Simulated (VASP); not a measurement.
TiC:

```
Ti C
1.0
     0.00000    2.16400    2.16400
     2.16400    0.00000    2.16400
     2.16400    2.16400    0.00000
Ti C
1 1
Direct
  0.00000 0.00000 0.00000
  0.50000 0.50000 0.50000
```

* Program: VASP 6.6.1
* Task: relaxation of cell and atoms
* Functional: PBE
* Dispersion: D3(BJ)
* Potentials or basis: VASP PAW PBE potentials, release 64 (Ti_sv, C)
* Cutoff: 600 eV
* k mesh: 16 × 16 × 16
* Occupations: gaussian, width 0.1 eV
* Spin: no spin polarisation

At the start: pressure -6.3 GPa; volume 10.13 Å³/atom.

**Question.** How do energy, volume and symmetry change on relaxing?

**Answer.** Over 3 steps the energy falls by 5.2 meV/atom and the volume is 9.88 Å³/atom (-2.5 %); space group Fm-3m (No. 225, to 0.05 Å).

The path:
```csv
step,energy change (eV),largest force (eV/Å),pressure (GPa),volume (Å³)
1,0.0000,0.0000,-6.35,20.27
2,0.0080,0.0000,9.33,19.11
3,-0.0103,0.0000,-0.04,19.76
```

Final structure:
```
CELL_PARAMETERS angstrom
0.00000 2.14589 2.14589
2.14589 0.00000 2.14589
2.14589 2.14589 0.00000
ATOMIC_POSITIONS crystal
Ti 0.00000 0.00000 0.00000
C 0.50000 0.50000 0.50000
```

Caveat: pairwise dispersion overbinds metals, which lowers pressure and volume.
